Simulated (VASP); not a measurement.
Here is a VASP 6.6.1 calculation.

The input INCAR:

```
PREC = Accurate
ENCUT = 520
EDIFF = 1E-7
ISMEAR = 0
SIGMA = 0.05
LREAL = F
LASPH = T
NELM = 100
ALGO = Normal
ISIF = 2
LWAVE = F
LCHARG = F
GGA = PE
IVDW = 12
NBANDS = 28
```

The input KPOINTS:

```
regular mesh
0
Gamma
  8 8 6
```

Contents of POSCAR:

```
PbO
1.0
    3.7756800000      0.0000000000      0.0000000000
    0.0000000000      3.7756800000      0.0000000000
    0.0000000000      0.0000000000      5.2731000000
Pb O
2 2
Direct
    0.0000000000      0.5000000000      0.2351000000
    0.5000000000      0.0000000000      0.7649000000
    0.0000000000      0.0000000000      0.0000000000
    0.5000000000      0.5000000000      0.0000000000
```

Potentials or basis: VASP PAW PBE potentials, release 64 (Pb_d, O).

The run is started by

```console
$ cat potpaw_PBE.64/Pb_d/POTCAR potpaw_PBE.64/O/POTCAR > POTCAR
$ mpirun -np 1 vasp_std > vasp.out
```

Task: Estimate the pressure.

Result: 9.6 GPa.

Task: Estimate the band gap on the k mesh.

Result: 0.92 eV (least direct gap 2.17 eV).

Stress tensor (GPa, compression positive):
```
11.94  0.00  0.00
 0.00 11.94  0.00
 0.00  0.00  4.83
```

Caveat: the cell differs from its parent crystal (strain -0.050 along x and y, +0.050 along z); the cell stands under pressure; spin-orbit coupling is left out, which moves the levels of the heavy elements. A k mesh can miss the band edges.
